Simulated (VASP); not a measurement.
A run of VASP 6.6.1 is set up as follows.

File INCAR:

```
PREC     = Accurate       # precision mode
ENCUT    = 500            # plane-wave cutoff, eV
EDIFF    = 1E-7           # SCF threshold, eV
ISMEAR   = -1             # smearing method
SIGMA    = 0.05           # smearing width, eV
LREAL    = F              # projectors in reciprocal space
LASPH    = T              # aspherical terms in the spheres
NELM     = 120            # most SCF steps
ALGO     = Normal         # electronic algorithm
ISIF     = 3              # what is computed and relaxed
LWAVE    = F              # write WAVECAR
LCHARG   = F              # write CHGCAR
GGA      = PE             # functional
IBRION   = 2              # ionic algorithm
NSW      = 80             # ionic steps
EDIFFG   = -0.02          # ionic threshold
PSTRESS  = 400.0        
GGA_COMPAT= F            
NELMIN   = 4
```

KPOINTS

```
Automatic mesh
0
Gamma
  9 9 9
```

Contents of POSCAR:

```
Rh
1.0
    2.6839650000      0.0000000000      0.0000000000
    1.3419825000      2.3243818729      0.0000000000
    1.3419825000      0.7747939576      2.1914482458
Rh
1
Direct
    0.0000000000      0.0000000000      0.0000000000
```

Potentials or basis: VASP PAW PBE potentials, release 64 (Rh_pv).

Run with:

```bash
$ cat potpaw_PBE.64/Rh_pv/POTCAR > POTCAR
$ mpirun -np 1 vasp_std > vasp.out
```

(1) Estimate the relaxed cell.

(2) Predict the space group after relaxing (to 0.05 Å).

Answers

(1) a = 2.606 Å, b = 2.606 Å, c = 2.606 Å, α = 60.00°, β = 60.00°, γ = 60.00°.

(2) Fm-3m (No. 225).

Caveat: the cell is relaxed towards a set pressure, so the enthalpy falls and the energy may rise.
